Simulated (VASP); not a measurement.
# MgF2 (P4_2/mnm) in VASP: notebook

The runs below take MgF2 through single point, with PBE, PBEsol.

Everything below comes from runs of VASP 6.6.1. Logs are shortened: lines on timing, memory, paths and dates and some standing lists are left out, and cuts for length are marked.

### 1 The cell of the first run

The structure is tetragonal, space group P4_2/mnm (No. 136). Conventional cell: a = 4.622 Å, b = 4.622 Å, c = 3.046 Å, α = 90.00°, β = 90.00°, γ = 90.00°. Within 2.6 Å of Mg (site symmetry mmm) lie 6 F at 1.98 to 1.99 Å. F (site symmetry m2m) has 3 Mg at 1.98 to 1.99 Å and 1 F at 2.58 Å within 2.6 Å.

### 2 Single point, PBE

The input, INCAR:

```
SYSTEM = MgF2
  PREC = Accurate
  ENCUT = 840
  EDIFF = 1E-6
  ISMEAR = -1
  SIGMA = 0.02
  LREAL = .False.
  LASPH = .True.
  NELM = 120
  ALGO = Normal
  ISIF = 2
  LWAVE = .False.
  LCHARG = .False.
  GGA = PE
  NBANDS = 33
  GGA_COMPAT = .False.
```

The input, KPOINTS:

```
Automatic mesh
0
Gamma
  6 6 8
  0 0 0
```

The input, POSCAR:

```
MgF2
1.0
    4.6220159513      0.0000000000      0.0000000000
    0.0000000000      4.6220159513      0.0000000000
    0.0000000000      0.0000000000      3.0461118667
Mg F
2 4
Direct
    0.5000000000      0.5000000000      0.5000000000
    0.0000000000      0.0000000000      0.0000000000
    0.6970494155      0.6970494155      0.0000000000
    0.8029505845      0.1970494155      0.5000000000
    0.3029505845      0.3029505845      0.0000000000
    0.1970494155      0.8029505845      0.5000000000
```

Potentials or basis: VASP PAW PBE potentials, release 64 (Mg_sv, F).

Command:

```console
> cat potpaw_PBE.64/Mg_sv/POTCAR potpaw_PBE.64/F/POTCAR > POTCAR
> mpirun -np 1 vasp_std > vasp.out
```

OUTCAR:

```text
SYSTEM = MgF2
   PREC = Accurate
   ENCUT = 840
   EDIFF = 1E-6
   ISMEAR = -1
   LREAL = .False.
   LASPH = .True.
   NELM = 120
   ISIF = 2
   GGA = PE

 ion  position               nearest neighbor table
   1  0.500  0.500  0.500-   4 1.98   6 1.98   5 1.99   3 1.99   3 1.99   5 1.99
   2  0.000  0.000  0.000-   3 1.98   5 1.98   4 1.99   6 1.99   4 1.99   6 1.99
   3  0.697  0.697  0.000-   2 1.98   1 1.99   1 1.99
   4  0.803  0.197  0.500-   1 1.98   2 1.99   2 1.99
   5  0.303  0.303  0.000-   2 1.98   1 1.99   1 1.99
   6  0.197  0.803  0.500-   1 1.98   2 1.99   2 1.99

  LATTYP: Found a simple tetragonal cell.
 ALAT       =     4.6220159513
 C/A-ratio  =     0.6590439970

  Lattice vectors:

 A1 = (   4.6220159513,   0.0000000000,   0.0000000000)
 A2 = (   0.0000000000,   4.6220159513,   0.0000000000)
 A3 = (   0.0000000000,   0.0000000000,   3.0461118667)

Analysis of symmetry for initial positions (statically):
=====================================================================
 Subroutine PRICEL returns:
 Original cell was already a primitive cell.

 Routine SETGRP: Setting up the symmetry group for a
 simple tetragonal supercell.

 Subroutine GETGRP returns: Found 16 space group operations
 (whereof  8 operations were pure point group operations)
 out of a pool of 16 trial point group operations.

The static configuration has the point symmetry D_2h.
 The point group associated with its full space group is D_4h.

Analysis of symmetry for dynamics (positions and initial velocities):
=====================================================================
 Subroutine PRICEL returns:
 Original cell was already a primitive cell.

 Routine SETGRP: Setting up the symmetry group for a
 simple tetragonal supercell.

 Subroutine GETGRP returns: Found 16 space group operations
 (whereof  8 operations were pure point group operations)
 out of a pool of 16 trial point group operations.

The dynamic configuration has the point symmetry D_2h.
 The point group associated with its full space group is D_4h.

 Subroutine INISYM returns: Found 16 space group operations
 (whereof  8 operations are pure point group operations),
 and found     1 'primitive' translations

----------------------------------------------------------------------------------------

                                     Primitive cell

  volume of cell :      65.0742

  direct lattice vectors                    reciprocal lattice vectors
     4.622015951  0.000000000  0.000000000     0.216355809  0.000000000  0.000000000
     0.000000000  4.622015951  0.000000000     0.000000000  0.216355809  0.000000000
     0.000000000  0.000000000  3.046111867     0.000000000  0.000000000  0.328287352

  length of vectors
     4.622015951  4.622015951  3.046111867     0.216355809  0.216355809  0.328287352

  position of ions in fractional coordinates (direct lattice)
     0.500000000  0.500000000  0.500000000
     0.000000000  0.000000000  0.000000000
     0.697049415  0.697049415  0.000000000
     0.802950585  0.197049415  0.500000000
     0.302950585  0.302950585  0.000000000
     0.197049415  0.802950585  0.500000000

  ion indices of the primitive-cell ions
   primitive index   ion index
                 1           1
                 2           2
                 3           3
                 4           4
                 5           5
                 6           6

----------------------------------------------------------------------------------------

 KPOINTS: Automatic mesh

Automatic generation of k-mesh.
 Grid dimensions read from file:
 generate k-points for:    6    6    8

 Generating k-lattice:

  Cartesian coordinates                     Fractional coordinates (reciprocal lattice)
     0.036059301  0.000000000  0.000000000     0.166666667  0.000000000  0.000000000
     0.000000000  0.036059301  0.000000000     0.000000000  0.166666667  0.000000000
     0.000000000  0.000000000  0.041035919     0.000000000  0.000000000  0.125000000

  Length of vectors
     0.036059301  0.036059301  0.041035919

  Shift w.r.t. Gamma in fractional coordinates (k-lattice)
     0.000000000  0.000000000  0.000000000

 Subroutine IBZKPT returns following result:
 ===========================================

 Found     50 irreducible k-points:

 Following reciprocal coordinates:
            Coordinates               Weight
  0.000000  0.000000  0.000000      1.000000
  0.166667  0.000000  0.000000      4.000000
  0.333333  0.000000  0.000000      4.000000
  0.500000  0.000000  0.000000      2.000000
  0.166667  0.166667  0.000000      4.000000
  0.333333  0.166667  0.000000      8.000000
[... 16 lines left out ...]
  0.333333  0.000000  0.250000      8.000000
  0.500000  0.000000  0.250000      4.000000
 [... further k-points ...]
   k-points           NKPTS =     50   k-points in BZ     NKDIM =     50   number of bands    NBANDS=     33
   number of dos      NEDOS =    301   number of ions     NIONS =      6
   total plane-waves  NPLWV =  69120
   dimension x,y,z NGX =    48 NGY =   48 NGZ =   30
   dimension x,y,z NGXF=    96 NGYF=   96 NGZF=   60
   ions per type =               2   4
   NGX,Y,Z   is equivalent  to a cutoff of  17.26, 17.26, 16.37 a.u.
   NGXF,Y,Z  is equivalent  to a cutoff of  34.53, 34.53, 32.75 a.u.
 SYSTEM =  MgF2
   PREC   = accura    normal or accurate (medium, high low for compatibility)
   ISTART =      0    job   : 0-new  1-cont  2-samecut
   ICHARG =      2    charge: 1-file 2-atom 10-const
   ISPIN  =      1    spin polarized calculation?
   LNONCOLLINEAR =      F non collinear calculations
   LSORBIT =      F    spin-orbit coupling
   LASPH  =      T    aspherical Exc in radial PAW
   ENCUT  =  840.0 eV  61.74 Ry    7.86 a.u.  10.92 10.92  7.20*2*pi/ulx,y,z
   NELM   =    120;   NELMIN=  2; NELMDL= -5     # of ELM steps
   EDIFF  = 0.1E-05   stopping-criterion for ELM
   LREAL  =      F    real-space projection
   EDIFFG = 0.1E-04   stopping-criterion for IOM
   NSW    =      0    number of steps for IOM
   IBRION =     -1    ionic relax: 0-MD 1-quasi-New 2-CG
   NFREE  =      0    steps in history (QN), initial steepest desc. (CG)
   ISIF   =      2    stress and relaxation
   ISYM   =      2    0-nonsym 1-usesym 2-fastsym
   POTIM  = 0.5000    time-step for ionic-motion
   TEBEG  =    0.0;   TEEND  =   0.0 temperature during run
   PSTRESS=    0.0 pullay stress
   NELECT =      48.0000    total number of electrons
   NUPDOWN=      -1.0000    fix difference up-down
   EMIN   =  10.00;   EMAX   =-10.00  energy-range for DOS
   EFERMI =   0.00;   METHOD = LEGACY
   ISMEAR =    -1;   SIGMA  =   0.02  broadening in eV -4-tet -1-fermi 0-gaus
   EFERMI_NEDOS =   21; number of points for ismear=-14 and -15
   IALGO  =     38    algorithm
   IMIX   =      4    mixing-type and parameters
     AMIX     =   0.40;   BMIX     =  1.00
     AMIX_MAG =   1.60;   BMIX_MAG =  1.00
  volume/ion in A,a.u.               =      10.85        73.19
  Fermi-wavevector in a.u.,A,eV,Ry     =   1.479173  2.795232 29.768909  2.187953
  Thomas-Fermi vector in A             =   2.593364
   LORBIT       =      0    0 simple, 1 ext, 2 COOP (PROOUT), +10 PAW based schemes
   GGA     = PE    functional components
   LHFCALC =     F    Hartree Fock is set to
   AEXX    =    0.0000 exact exchange contribution
   IVDW    =     0    specifies the selected vdW correction
   LEPSILON=     F    determine dielectric tensor
   LRPA    =     F    only Hartree local field effects (RPA)
 non-spin polarized calculation
  energy-cutoff  :      840.00
  volume of cell :       65.07
 maximum number of plane-waves:      3626
 NGX is ok and might be reduce to    48
   NGX = 21   NGY = 21   NGZ = 15

 number of electron      48.0000013 magnetization

 Free energy of the ion-electron system (eV)
  ---------------------------------------------------
  ext. energy  EPLUGINS =         0.00000000
  ---------------------------------------------------
  free energy    TOTEN  =       -31.43797840 eV

  energy without entropy =      -31.43797840  energy(sigma->0) =      -31.43797840

 E-fermi :  -0.7856     XC(G=0):  -9.9220

 val. band max:       -1.3515228936   @ k =   0.0000   0.0000   0.0000
 cond. band min:       5.7896667568   @ k =   0.0000   0.0000   0.0000
 fundamental gap:      7.1411896505
 Fermi energy:        -0.7856355735

 k-point     1 :       0.0000    0.0000    0.0000
  band No.  band energies     occupation
      1     -72.1288      2.00000
      2     -72.1273      2.00000
      3     -38.9106      2.00000
      4     -38.9106      2.00000
      5     -38.8839      2.00000
      6     -38.8839      2.00000
[... 25 lines left out ...]
     32      17.2286      0.00000
     33      17.2286      0.00000

 k-point     2 :       0.1667    0.0000    0.0000
  band No.  band energies     occupation
      1     -72.1286      2.00000
      2     -72.1274      2.00000
      3     -38.9099      2.00000
      4     -38.9098      2.00000
      5     -38.8846      2.00000
      6     -38.8846      2.00000
[... 25 lines left out ...]
     32      16.9604      0.00000
     33      17.3344      0.00000

 k-point     3 :       0.3333    0.0000    0.0000
  band No.  band energies     occupation
      1     -72.1283      2.00000
      2     -72.1277      2.00000
      3     -38.9083      2.00000
      4     -38.9082      2.00000
      5     -38.8864      2.00000
      6     -38.8863      2.00000
[... 25 lines left out ...]
     32      16.6203      0.00000
     33      17.1198      0.00000

 k-point     4 :       0.5000    0.0000    0.0000
  band No.  band energies     occupation
      1     -72.1280      2.00000
      2     -72.1280      2.00000
      3     -38.9073      2.00000
      4     -38.9073      2.00000
      5     -38.8873      2.00000
      6     -38.8873      2.00000
[... 673 lines left out ...]
     32      16.1825      0.00000
     33      16.7304      0.00000

 k-point    23 :       0.3333    0.0000    0.2500
  band No.  band energies     occupation
      1     -72.1270      2.00000
      2     -72.1266      2.00000
      3     -38.9053      2.00000
      4     -38.9031      2.00000
      5     -38.9021      2.00000
      6     -38.9008      2.00000
[... 25 lines left out ...]
     32      15.4205      0.00000
     33      15.9371      0.00000

 k-point    24 :       0.5000    0.0000    0.2500
  band No.  band energies     occupation
      1     -72.1269      2.00000
      2     -72.1269      2.00000
      3     -38.9046      2.00000
      4     -38.9046      2.00000
      5     -38.9010      2.00000
      6     -38.9010      2.00000
[... 25 lines left out ...]
     32      14.8967      0.00000
     33      16.4510      0.00000

 [... further k-points ...]

------------------------ aborting loop because EDIFF is reached ----------------------------------------

  FORCE on cell =-STRESS in cart. coord.  units (eV):
  Direction    XX          YY          ZZ          XY          YZ          ZX
  --------------------------------------------------------------------------------------
  -------------------------------------------------------------------------------------
  Total        1.9119152      1.9119152      2.1960285      0.0000000      0.0000000      0.0000000
  in kB       47.0728495     47.0728495     54.0679396      0.0000000      0.0000000      0.0000000
  external PRESSURE =      49.4045462 kB  Pullay stress =       0.0000000 kB

 VOLUME and BASIS-vectors are now :
 -----------------------------------------------------------------------------
  energy-cutoff  :      840.00
  volume of cell :       65.07
      direct lattice vectors                 reciprocal lattice vectors
     4.622015951  0.000000000  0.000000000     0.216355809  0.000000000  0.000000000
     0.000000000  4.622015951  0.000000000     0.000000000  0.216355809  0.000000000
     0.000000000  0.000000000  3.046111867     0.000000000  0.000000000  0.328287352

 POSITION                                       TOTAL-FORCE (eV/Angst)
 -----------------------------------------------------------------------------------
      2.31101      2.31101      1.52306        -0.000000      0.000000     -0.000000
      0.00000      0.00000      0.00000        -0.000000      0.000000     -0.000000
      3.22177      3.22177      0.00000         0.025913      0.025913      0.000000
      3.71125      0.91077      1.52306        -0.025913      0.025913     -0.000000
      1.40024      1.40024      0.00000        -0.025913     -0.025913     -0.000000
      0.91077      3.71125      1.52306         0.025913     -0.025913     -0.000000
 -----------------------------------------------------------------------------------
    total drift:                                0.000000     -0.000000      0.000000

  FREE ENERGIE OF THE ION-ELECTRON SYSTEM (eV)
  ---------------------------------------------------
  free  energy   TOTEN  =       -31.4379783985 eV

  energy  without entropy=      -31.4379783985  energy(sigma->0) =      -31.43797840
```

It took 2 min on 1 thread of Intel Xeon Platinum 8375C at 2.90GHz (Ice Lake), shared host; peak memory 0.34 GiB.

What came out:

```
Free energy            : -31.4380 eV
Pressure               : 4.9 GPa
Largest force          : 0.037 eV/Å
Band gap on the k mesh : 7.14 eV
```

Forces on the atoms (eV/Å):
```
Mg   0.000  0.000  0.000
Mg   0.000  0.000  0.000
F    0.026  0.026  0.000
F   -0.026  0.026  0.000
F   -0.026 -0.026  0.000
F    0.026 -0.026  0.000
```

Stress tensor (GPa, compression positive):
```
4.71 0.00 0.00
0.00 4.71 0.00
0.00 0.00 5.41
```

Caveat: the cell stands under pressure. A k mesh can miss the band edges.

### 3 Single point, PBEsol

This run uses another cell than the first one, of 10.99 Å³/atom.

The input, INCAR:

```
  ALGO = Normal
  EDIFF = 1E-6
  ENCUT = 840
  GGA = PS
  GGA_COMPAT = F
  ISIF = 2
  ISMEAR = -1
  LASPH = T
  LCHARG = F
  LREAL = F
  LWAVE = F
  NBANDS = 33
  NELM = 120
  PREC = Accurate
  SIGMA = 0.02
```

The input, KPOINTS:

```
k-points
0
Gamma
  6 6 8
```

The input, POSCAR:

```
MgF2
1.0
    4.6391612126      0.0000000000      0.0000000000
    0.0000000000      4.6391612126      0.0000000000
    0.0000000000      0.0000000000      3.0625148033
Mg F
2 4
Direct
    0.5000000000      0.5000000000      0.5000000000
    0.0000000000      0.0000000000      0.0000000000
    0.6966032660      0.6966032660      0.0000000000
    0.8033967340      0.1966032660      0.5000000000
    0.3033967340      0.3033967340      0.0000000000
    0.1966032660      0.8033967340      0.5000000000
```

Potentials or basis: VASP PAW PBE potentials, release 64 (Mg_sv, F).

Command:

```console
> cat potpaw_PBE.64/Mg_sv/POTCAR potpaw_PBE.64/F/POTCAR > POTCAR
> mpirun -np 1 vasp_std > vasp.out
```

Wall time 2.8 min (1 thread of Intel Xeon Platinum 8259CL at 2.50GHz (Skylake/Cascade Lake), shared host); peak memory 0.34 GiB.

It converged, with:

```yaml
Free_energy: -32.5248 eV
Pressure: 0.1 GPa
Largest_force: 0.009 eV/Å
Band_gap_on_the_k_mesh: 6.88 eV
```

Forces in eV/Å, atoms in the order of the input:
```
Mg   0.000  0.000  0.000
Mg   0.000  0.000  0.000
F    0.006  0.006  0.000
F   -0.006  0.006  0.000
F   -0.006 -0.006  0.000
F    0.006 -0.006  0.000
```

Stress tensor (GPa, compression positive):
```
0.02 0.00 0.00
0.00 0.02 0.00
0.00 0.00 0.20
```

Levels at points of the mesh, in eV from the valence-band top:
```
           k point  band 21  band 22  band 23  band 24  band 25  band 26  band 27  band 28
(0.00, 0.00, 0.00)    -0.73    -0.32    -0.32     0.00     6.88    11.99    11.99    13.49
(0.50, 0.00, 0.00)    -0.98    -0.98    -0.38    -0.38     9.28     9.28    13.25    13.25
(0.50, 0.50, 0.00)    -0.94    -0.94    -0.77    -0.77    10.98    10.98    11.06    11.06
(0.00, 0.00, 0.50)    -1.15    -1.15    -0.85    -0.85    11.60    11.60    14.68    14.68
(0.50, 0.00, 0.50)    -0.73    -0.73    -0.66    -0.66    12.49    12.49    13.22    13.22
(0.50, 0.50, 0.50)    -0.60    -0.60    -0.48    -0.48    13.07    13.07    13.08    13.08
```

Caveat: the PAW data sets were made with another functional, which shifts forces and pressure a little.
